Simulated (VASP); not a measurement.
Input of a VASP 6.6.1 run:

INCAR

```
SYSTEM = CaPdI4
PREC = Accurate ; ENCUT = 520
EDIFF = 1E-6 ; ISMEAR = -1
SIGMA = 0.03 ; LREAL = .False.
LASPH = .True. ; NELM = 80
ALGO = Normal ; ISIF = 2
LWAVE = .False. ; LCHARG = .True.
GGA = PS ; LELF = .True.
LVHAR = .True. ; NBANDS = 33
```

Contents of KPOINTS:

```
Automatic mesh
0
Gamma
  4 4 2
  0 0 0
```

The input POSCAR:

```
CaPdI4
1.0
    5.2122078437      0.0000000000      0.0000000000
    0.0000000000      5.2122078437      0.0000000000
    0.0000000000      0.0000000000      8.9752394272
Ca Pd I
1 1 4
Direct
    0.0000000000      0.0000000000      0.0000000000
    0.5000000000      0.5000000000      0.5000000000
    0.5000000000      0.5000000000      0.8147007004
    0.5000000000      0.5000000000      0.1852992996
    0.5000000000      0.0000000000      0.5000000000
    0.0000000000      0.5000000000      0.5000000000
```

Potentials or basis: VASP PAW PBE potentials, release 64 (Ca_sv, Pd, I).

Run with:

```bash
$ cat potpaw_PBE.64/Ca_sv/POTCAR potpaw_PBE.64/Pd/POTCAR potpaw_PBE.64/I/POTCAR > POTCAR
$ mpirun -np 1 vasp_std > vasp.out
```

Task: Estimate the band gap on the k mesh.

Result: Zero (bands 24 and 25 overlap by 1.44 eV).

Task: Predict the pressure.

Result: 0.0 GPa.

Task: Estimate the largest force.

Result: 0.009 eV/Å.

Forces in eV/Å, atoms in the order of the input:
```
Ca   0.000  0.000  0.000
Pd   0.000  0.000  0.000
I    0.000  0.000 -0.009
I    0.000  0.000  0.009
I    0.000  0.000  0.000
I    0.000  0.000  0.000
```

Caveat: the PAW data sets were made with another functional, which shifts forces and pressure a little; spin-orbit coupling is left out, which moves the levels of the heavy elements.
